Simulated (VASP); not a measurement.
Write the native input for VASP 6.6.1 that does the following.

```
Task                   : single point
Functional             : PBE
Potentials or basis    : VASP PAW PBE potentials, release 64 (Sr_sv, Ti_sv, O)
Cutoff                 : 520 eV
k mesh                 : 8 × 8 × 8
Occupations            : gaussian, width 0.05 eV
Spin                   : no spin polarisation
Dipole correction      : no
Further INCAR settings : ALGO = Normal; EDIFF = 1e-06; NBANDS = 28
```

The structure of SrTiO3 lies in POSCAR:

```
SrTiO3
1.0
    3.7986351078      0.0000000000      0.0000000000
    0.0000000000      3.7986351078      0.0000000000
    0.0000000000      0.0000000000      4.2119580988
Sr Ti O
1 1 3
Direct
    0.0034176272      0.0000000000      0.0000000000
    0.5161346144      0.5000000000      0.5000000000
   -0.0243877070      0.5000000000      0.5000000000
    0.4786990076      0.0000000000      0.5000000000
    0.4786990076      0.5000000000      0.0000000000
```

This cell differs from its parent crystal: mode 1 frozen in at -0.096 Å, strain +e along z and -e/2 along x and y +0.0700.

The input as run:

INCAR

```
SYSTEM = SrTiO3
  PREC = Accurate
  ENCUT = 520
  EDIFF = 1E-6
  ISMEAR = 0
  SIGMA = 0.05
  LREAL = .FALSE.
  LASPH = .TRUE.
  NELM = 60
  ALGO = Normal
  ISIF = 2
  LWAVE = .FALSE.
  LCHARG = .TRUE.
  GGA = PE
  LELF = .TRUE.
  LVHAR = .TRUE.
  NBANDS = 28
```

KPOINTS

```
regular mesh
0
G
  8 8 8
  0 0 0
```

Potentials or basis: VASP PAW PBE potentials, release 64 (Sr_sv, Ti_sv, O).

Run with:

```console
$ cat potpaw_PBE.64/Sr_sv/POTCAR potpaw_PBE.64/Ti_sv/POTCAR potpaw_PBE.64/O/POTCAR > POTCAR
$ mpirun -np 1 vasp_std > vasp.out
```

Results of the run:

- Pressure: 6.2 GPa
- Largest force: 1.441 eV/Å
- Band gap on the k mesh: 1.85 eV, indirect (least direct gap 2.42 eV)

Caveat: the cell differs from its parent crystal (mode 1 frozen in at -0.096 Å, strain +e along z and -e/2 along x and y +0.0700); forces of over 1 eV/Å act on the atoms, so gaps and moduli don't describe the material at rest.

It took 4.5 min on 1 thread of AMD EPYC 7R13, with other jobs on the host, peak memory 0.29 GiB.
